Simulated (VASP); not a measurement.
# Pb (P6_3/mmc) in VASP: single point with r2SCAN

Aim: the single point of Pb with r2SCAN.

All numbers are computed with VASP 6.6.1; they aren't measurements. Logs are shortened: lines on timing, memory, paths and dates and some standing lists are left out, and cuts for length are marked.

## (1) The cell of the first run

It takes space group P6_3/mmc (No. 194, hexagonal). Conventional cell: a = 3.557 Å, b = 3.557 Å, c = 5.912 Å, α = 90.00°, β = 90.00°, γ = 120.00°. Within 4.7 Å of Pb (site symmetry -6m2) lie 12 Pb at 3.56 to 3.60 Å.

This isn't the form of Pb at room conditions, which is fcc.

## (2) Single point, r2SCAN

POSCAR reads:

```
Pb
1.0
    3.5570616538      0.0000000000      0.0000000000
   -1.7785308269      3.0805057550      0.0000000000
    0.0000000000      0.0000000000      5.9117326521
Pb
2
Direct
    0.3333333333      0.6666666667      0.7500000000
    0.6666666667      0.3333333333      0.2500000000
```

INCAR.step1 reads:

```
SYSTEM = Pb
PREC     = Accurate       ! precision mode
ENCUT    = 520            ! plane-wave cutoff, eV
ISMEAR   = 0              ! smearing method
SIGMA    = 0.05           ! smearing width, eV
LREAL    = .FALSE.        ! projectors in reciprocal space
LASPH    = .TRUE.         ! aspherical terms in the spheres
NELM     = 60             ! most SCF steps
NBANDS   = 21             ! bands
GGA      = PE             ! functional
ALGO     = Normal         ! electronic algorithm
EDIFF    = 1E-4           ! SCF threshold, eV
LWAVE    = .TRUE.         ! write WAVECAR
LCHARG   = .FALSE.        ! write CHGCAR
```

INCAR.step2 reads:

```
SYSTEM = Pb
PREC     = Accurate       ! precision mode
ENCUT    = 520            ! plane-wave cutoff, eV
EDIFF    = 1E-6           ! SCF threshold, eV
ISMEAR   = 0              ! smearing method
SIGMA    = 0.05           ! smearing width, eV
LREAL    = .FALSE.        ! projectors in reciprocal space
LASPH    = .TRUE.         ! aspherical terms in the spheres
NELM     = 60             ! most SCF steps
ALGO     = Normal         ! electronic algorithm
ISIF     = 2              ! what is computed and relaxed
LWAVE    = .FALSE.        ! write WAVECAR
LCHARG   = .FALSE.        ! write CHGCAR
METAGGA  = R2SCAN         ! meta-GGA
LMIXTAU  = .TRUE.       
NBANDS   = 21             ! bands
ISTART   = 1
```

KPOINTS reads:

```
Automatic mesh
0
G
  14 14 8
  0 0 0
```

Potentials or basis: VASP PAW PBE potentials, release 64 (Pb_d).

Run with:

```console
> cat potpaw_PBE.64/Pb_d/POTCAR > POTCAR
> cp INCAR.step1 INCAR
> mpirun -np 1 vasp_std > vasp.out
> cp INCAR.step2 INCAR
> mpirun -np 1 vasp_std > vasp.out
```

OUTCAR:

```text
SYSTEM = Pb
   PREC = Accurate
   ENCUT = 520
   EDIFF = 1E-6
   ISMEAR = 0
   LREAL = .FALSE.
   LASPH = .TRUE.
   NELM = 60
   ISIF = 2
   METAGGA = R2SCAN
   ISTART = 1

 ion  position               nearest neighbor table
   1  0.333  0.667  0.750-   2 3.60   2 3.60   2 3.60   2 3.60   2 3.60   2 3.60
   2  0.667  0.333  0.250-   1 3.60   1 3.60   1 3.60   1 3.60   1 3.60   1 3.60

  LATTYP: Found a hexagonal cell.
 ALAT       =     3.5570616538
 C/A-ratio  =     1.6619708140

  Lattice vectors:

 A1 = (   3.5570616538,   0.0000000000,   0.0000000000)
 A2 = (  -1.7785308269,   3.0805057550,   0.0000000000)
 A3 = (   0.0000000000,   0.0000000000,   5.9117326521)

Analysis of symmetry for initial positions (statically):
=====================================================================
 Subroutine PRICEL returns:
 Original cell was already a primitive cell.

 Routine SETGRP: Setting up the symmetry group for a
 hexagonal supercell.

 Subroutine GETGRP returns: Found 24 space group operations
 (whereof 12 operations were pure point group operations)
 out of a pool of 24 trial point group operations.

The static configuration has the point symmetry D_3d.
 The point group associated with its full space group is D_6h.

Analysis of symmetry for dynamics (positions and initial velocities):
=====================================================================
 Subroutine PRICEL returns:
 Original cell was already a primitive cell.

 Routine SETGRP: Setting up the symmetry group for a
 hexagonal supercell.

 Subroutine GETGRP returns: Found 24 space group operations
 (whereof 12 operations were pure point group operations)
 out of a pool of 24 trial point group operations.

The dynamic configuration has the point symmetry D_3d.
 The point group associated with its full space group is D_6h.

 Subroutine INISYM returns: Found 24 space group operations
 (whereof 12 operations are pure point group operations),
 and found     1 'primitive' translations

----------------------------------------------------------------------------------------

                                     Primitive cell

  volume of cell :      64.7781

  direct lattice vectors                    reciprocal lattice vectors
     3.557061654  0.000000000  0.000000000     0.281130916  0.162311010  0.000000000
    -1.778530827  3.080505755  0.000000000     0.000000000  0.324622020  0.000000000
     0.000000000  0.000000000  5.911732652     0.000000000  0.000000000  0.169155146

  length of vectors
[... 81 lines left out ...]
   NELM   =     60;   NELMIN=  2; NELMDL=  0     # of ELM steps
   EDIFF  = 0.1E-05   stopping-criterion for ELM
   LREAL  =      F    real-space projection
   EDIFFG = 0.1E-04   stopping-criterion for IOM
   NSW    =      0    number of steps for IOM
   IBRION =     -1    ionic relax: 0-MD 1-quasi-New 2-CG
   NFREE  =      0    steps in history (QN), initial steepest desc. (CG)
   ISIF   =      2    stress and relaxation
   ISYM   =      2    0-nonsym 1-usesym 2-fastsym
   POTIM  = 0.5000    time-step for ionic-motion
   TEBEG  =    0.0;   TEEND  =   0.0 temperature during run
   PSTRESS=    0.0 pullay stress
   NELECT =      28.0000    total number of electrons
   NUPDOWN=      -1.0000    fix difference up-down
   EMIN   =  10.00;   EMAX   =-10.00  energy-range for DOS
   EFERMI =   0.00;   METHOD = LEGACY
   ISMEAR =     0;   SIGMA  =   0.05  broadening in eV -4-tet -1-fermi 0-gaus
   EFERMI_NEDOS =   21; number of points for ismear=-14 and -15
   IALGO  =     38    algorithm
   IMIX   =      4    mixing-type and parameters
     AMIX     =   0.40;   BMIX     =  1.00
     AMIX_MAG =   1.60;   BMIX_MAG =  1.00
  volume/ion in A,a.u.               =      32.39       218.57
  Fermi-wavevector in a.u.,A,eV,Ry     =   1.237803  2.339108 20.846243  1.532156
  Thomas-Fermi vector in A             =   2.372355
   LORBIT       =      0    0 simple, 1 ext, 2 COOP (PROOUT), +10 PAW based schemes
   METAGGA = R2SCAN    functional components
   LHFCALC =     F    Hartree Fock is set to
   AEXX    =    0.0000 exact exchange contribution
   IVDW    =     0    specifies the selected vdW correction
   LEPSILON=     F    determine dielectric tensor
   LRPA    =     F    only Hartree local field effects (RPA)
 non-spin polarized calculation
 Gauss-broadening in eV      SIGMA  =   0.05
  energy-cutoff  :      520.00
  volume of cell :       64.78
 maximum number of plane-waves:      1786
 NGX is ok and might be reduce to    28
   NGX = 13   NGY = 13   NGZ = 21

 number of electron      27.9999996 magnetization

 Free energy of the ion-electron system (eV)
  ---------------------------------------------------
  ext. energy  EPLUGINS =         0.00000000
  ---------------------------------------------------
  free energy    TOTEN  =      -112.51407394 eV

  energy without entropy =     -112.51260064  energy(sigma->0) =     -112.51333729

 E-fermi :   6.4865     XC(G=0): -10.5749

 val. band max:        6.4571882831   @ k =   0.2857   0.0000   0.2500
 cond. band min:       6.4885767816   @ k =   0.2143   0.0714   0.0000
 fundamental gap:      0.0313884985
 Fermi energy:         6.4865394446

 k-point     1 :       0.0000    0.0000    0.0000
  band No.  band energies     occupation
      1     -11.2041      2.00000
      2     -11.1934      2.00000
      3     -11.1679      2.00000
      4     -11.1679      2.00000
      5     -11.1516      2.00000
      6     -11.1516      2.00000
[... 565 lines left out ...]
     20      19.3418      0.00000
     21      20.7095      0.00000

 [... further k-points ...]

------------------------ aborting loop because EDIFF is reached ----------------------------------------

  FORCE on cell =-STRESS in cart. coord.  units (eV):
  Direction    XX          YY          ZZ          XY          YZ          ZX
  --------------------------------------------------------------------------------------
  -------------------------------------------------------------------------------------
  Total       -0.7456929     -0.7456929     -0.7509824      0.0000000     -0.0000000      0.0000000
  in kB      -18.4434591    -18.4434591    -18.5742875      0.0000000     -0.0000000      0.0000000
  external PRESSURE =     -18.4870686 kB  Pullay stress =       0.0000000 kB

 VOLUME and BASIS-vectors are now :
 -----------------------------------------------------------------------------
  energy-cutoff  :      520.00
  volume of cell :       64.78
      direct lattice vectors                 reciprocal lattice vectors
     3.557061654  0.000000000  0.000000000     0.281130916  0.162311010  0.000000000
    -1.778530827  3.080505755  0.000000000     0.000000000  0.324622020  0.000000000
     0.000000000  0.000000000  5.911732652     0.000000000  0.000000000  0.169155146

 POSITION                                       TOTAL-FORCE (eV/Angst)
 -----------------------------------------------------------------------------------
     -0.00000      2.05367      4.43380        -0.000000      0.000000      0.000000
      1.77853      1.02684      1.47793         0.000000     -0.000000      0.000000
 -----------------------------------------------------------------------------------
    total drift:                                0.000000     -0.000000      0.000000

  FREE ENERGIE OF THE ION-ELECTRON SYSTEM (eV)
  ---------------------------------------------------
  free  energy   TOTEN  =      -112.5140739375 eV

  energy  without entropy=     -112.5126006443  energy(sigma->0) =     -112.51333729
```

OSZICAR.step1:

```text
N       E                     dE             d eps       ncg     rms          rms(c)
DAV:   1     0.293916239117E+03    0.29392E+03   -0.14219E+04  5040   0.159E+03
DAV:   2     0.142458529342E+02   -0.27967E+03   -0.27340E+03  5085   0.403E+02
DAV:   3    -0.642995945673E+01   -0.20676E+02   -0.20455E+02  6160   0.135E+02
DAV:   4    -0.708261548022E+01   -0.65266E+00   -0.65234E+00  6051   0.278E+01
DAV:   5    -0.711488909830E+01   -0.32274E-01   -0.32272E-01  6829   0.564E+00    0.671E-01
DAV:   6    -0.709919430639E+01    0.15695E-01   -0.37110E-02  6791   0.238E+00    0.348E-01
DAV:   7    -0.709562693654E+01    0.35674E-02   -0.13724E-02  6741   0.151E+00    0.131E-01
DAV:   8    -0.709563299375E+01   -0.60572E-05   -0.11273E-03  6381   0.472E-01    0.201E-02
DAV:   9    -0.709561693147E+01    0.16062E-04   -0.38775E-05  3395   0.999E-02
   1 F= -.70956169E+01 E0= -.70946768E+01  d E =-.188034E-02
```

It took 12 min on 1 thread of AMD EPYC 7R43 (Zen 3), shared host; peak memory 0.25 GiB.

Results:

- Free energy: -112.5141 eV
- Pressure: -1.8 GPa
- Band gap on the k mesh: zero (bands 14 and 15 overlap by 7.29 eV)

Levels at points of the mesh, in eV from the Fermi level:
```
           k point  band 10  band 11  band 12  band 13  band 14  band 15  band 16  band 17  band 18  band 19
(0.00, 0.00, 0.00)   -17.44   -11.84    -8.56    -4.06     5.62     5.62     7.01     7.27     7.27     9.15
(0.50, 0.00, 0.00)   -17.41    -8.50    -7.36    -2.97    -1.59    -0.43     1.85     2.20     5.43     6.54
(0.00, 0.00, 0.50)   -17.50   -10.70   -10.70     0.54     0.54     6.40     6.40     6.40     6.40     9.85
(0.50, 0.00, 0.50)   -17.42    -7.81    -7.81    -3.55    -3.55     3.33     3.33     3.46     3.46     7.24
```

Caveat: the PAW data sets were made with another functional, which shifts forces and pressure a little; spin-orbit coupling is left out, which moves the levels of the heavy elements.
